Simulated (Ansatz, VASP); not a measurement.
# One calculation of BeS, two programs

```
Be S
1.0
     0.00000    2.49407    2.49407
     2.49407    0.00000    2.49407
     2.49407    2.49407    0.00000
Be S
1 1
Direct
  0.00000 0.00000 0.00000
  0.75000 0.75000 0.75000
```

Alike in both runs: task single point; functional PBEsol; k mesh 10 × 10 × 10; occupations gaussian, width 0.05 eV; no spin polarisation.

```csv
,VASP,Ansatz
version,VASP 6.6.1,Ansatz 0.2.0
potentials or method,"VASP PAW PBE potentials, release 64 (Be, S), cutoff 520 eV","scalar-relativistic, plane waves, PAW"
valence electrons in the cell,8,8
```

Ansatz gave:

* gap on the k mesh at the Fermi level (eV): 3.10
* least direct gap on the mesh (eV): 5.03
* pressure (GPa): -7.5

Q: What did VASP give for the same quantities?

A: gap on the k mesh at the Fermi level (eV): 3.10; least direct gap on the mesh (eV): 5.03; pressure (GPa): -7.4.

VASP's potentials were made for PBE, not for PBEsol. The functional is the same, so the differences come from potentials, cutoffs and numerics.
